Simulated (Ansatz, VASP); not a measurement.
**Al12H: VASP beside Ansatz**

INCAR

```
SYSTEM = Al12H
ALGO     = Normal         ! electronic algorithm
DIPOL    = 0.5 0.5 0.302
EDIFF    = 1E-7           ! SCF threshold, eV
ENCUT    = 520            ! plane-wave cutoff, eV
GGA      = PE             ! functional
IDIPOL   = 3            
ISIF     = 2              ! what is computed and relaxed
ISMEAR   = 0              ! smearing method
ISPIN    = 2              ! spin polarisation
LASPH    = .True.         ! aspherical terms in the spheres
LCHARG   = .True.         ! write CHGCAR
LDIPOL   = .True.       
LELF     = .True.         ! ELF
LORBIT   = 11             ! projections on sites
LREAL    = .False.        ! projectors in reciprocal space
LVACPOTAV= .True.       
LVHAR    = .True.       
LWAVE    = .False.        ! write WAVECAR
MAGMOM   = 0 0 0 0 0 0 0 0 0 0 0 0 1 ! initial moments
NBANDS   = 34             ! bands
NELM     = 150            ! most SCF steps
PREC     = Accurate       ! precision mode
SIGMA    = 0.1            ! smearing width, eV
```

KPOINTS

```
k-points
0
Gamma
  6 6 1
  0 0 0
```

The input POSCAR:

```
Al12H
1.0
    5.7143028096      0.0000000000      0.0000000000
   -2.8571514048      4.9487313980      0.0000000000
    0.0000000000      0.0000000000     21.6016424764
Al H
12 1
Direct
    0.3333333333      0.1666666667      0.1851711047
    0.3333333333      0.6666666667      0.1851711047
    0.8333333333      0.1666666667      0.1851711047
    0.8333333333      0.6666666667      0.1851711047
    0.1666666667      0.3333333333      0.2916873740
    0.1666666667      0.8333333333      0.2916873740
    0.6666666667      0.3333333333      0.2916873740
    0.6666666667      0.8333333333      0.2916873740
    0.0000000000      0.0000000000      0.3981939098
    0.0000000000      0.5000000000      0.3981939098
    0.5000000000      0.0000000000      0.3981939098
    0.5000000000      0.5000000000      0.3981939098
    0.3333333333     -0.3333333333      0.4301359254
```

Input for Ansatz:

```yaml
crystal:
  lattice:
    - [5.7143028096, 0.0, 0.0]
    - [-2.8571514048, 4.948731398, 0.0]
    - [0.0, 0.0, 21.6016424764]
  atoms:
    - { symbol: Al, position: [0.3333333333, 0.1666666667, 0.1851711047] }
    - { symbol: Al, position: [0.3333333333, 0.6666666667, 0.1851711047] }
    - { symbol: Al, position: [0.8333333333, 0.1666666667, 0.1851711047] }
    - { symbol: Al, position: [0.8333333333, 0.6666666667, 0.1851711047] }
    - { symbol: Al, position: [0.1666666667, 0.3333333333, 0.291687374] }
    - { symbol: Al, position: [0.1666666667, 0.8333333333, 0.291687374] }
    - { symbol: Al, position: [0.6666666667, 0.3333333333, 0.291687374] }
    - { symbol: Al, position: [0.6666666667, 0.8333333333, 0.291687374] }
    - { symbol: Al, position: [0.0, 0.0, 0.3981939098] }
    - { symbol: Al, position: [0.0, 0.5, 0.3981939098] }
    - { symbol: Al, position: [0.5, 0.0, 0.3981939098] }
    - { symbol: Al, position: [0.5, 0.5, 0.3981939098] }
    - { symbol: H, position: [0.3333333333, -0.3333333333, 0.4301359254], spin: 1.0 }
basis:
  ecutwfc: 420
kpoints:
  mp_grid: { grid: [6, 6, 1] }
hamiltonian:
  xc: pbe
scf:
  occupations: { method: gaussian, width: 0.1 }
output:
  forces: true
  eigenvalues: true
  populations: true
magnetization:
  spin_polarized: true
efield:
  axis: 3
  dipole_correction: true
  ramp_width: 0.04
```

Alike in both runs: task single point; functional PBE; k mesh 6 × 6 × 1; occupations gaussian, width 0.1 eV; collinear spin.

|  | VASP | Ansatz |
| --- | --- | --- |
| version | VASP 6.6.1 | Ansatz 0.2.0 |
| potentials or method | VASP PAW PBE potentials, release 64 (Al, H), cutoff 520 eV | scalar-relativistic, plane waves, PAW |
| valence electrons in the cell | 37 | 37 |

VASP gave:

```
gap on the k mesh at the Fermi level (eV)  : none
rms of the force components (eV/Å)         : 0.261
net moment per atom (μB)                   : 0.00
work function, face that differs most (eV) : 3.73
```

Which values does Ansatz return?

gap on the k mesh at the Fermi level (eV): none; rms of the force components (eV/Å): 0.262; net moment per atom (μB): 0.00; work function, face that differs most (eV): 3.72.

Atom by atom the forces differ by 0.001 eV/Å (rms over components). A gap of «none» marks a metal or a gap that the smearing closes. The functional is the same, so the differences come from potentials, cutoffs and numerics. Ansatz's warnings: seeded moment not kept.
